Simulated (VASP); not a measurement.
Ru:

```
Ru
1.0
     2.68764    0.00000    0.00000
    -1.34382    2.32756    0.00000
     0.00000    0.00000    4.25316
Ru
2
Direct
  0.66667 0.33333 0.75000
  0.33333 0.66667 0.25000
```

Base run:

* Program: VASP 6.6.1
* Functional: revPBE
* Dispersion: D3(BJ)
* Potentials or basis: VASP PAW PBE potentials, release 64 (Ru_pv)
* Cutoff: 520 eV
* k mesh: 11 × 11 × 6
* Occupations: fermi-dirac, width 0.05 eV
* Spin: no spin polarisation

Its results: band gap on the k mesh zero (band 14 reaches 14.81 eV, above the bottom of band 15 at 11.65 eV); pressure -0.4 GPa.

**Question.** The run is repeated on the same cell with these changes: functional from revPBE to BLYP; dispersion from D3(BJ) to D4. What comes out?

**Answer.** Band gap on the k mesh zero (band 14 reaches 15.28 eV, above the bottom of band 15 at 12.12 eV); pressure 15.0 GPa.

Several settings changed at once, so the effect can't be laid on one alone.

Caveats: the PAW data sets were made with another functional, which shifts forces and pressure a little; pairwise dispersion overbinds metals, which lowers pressure and volume.
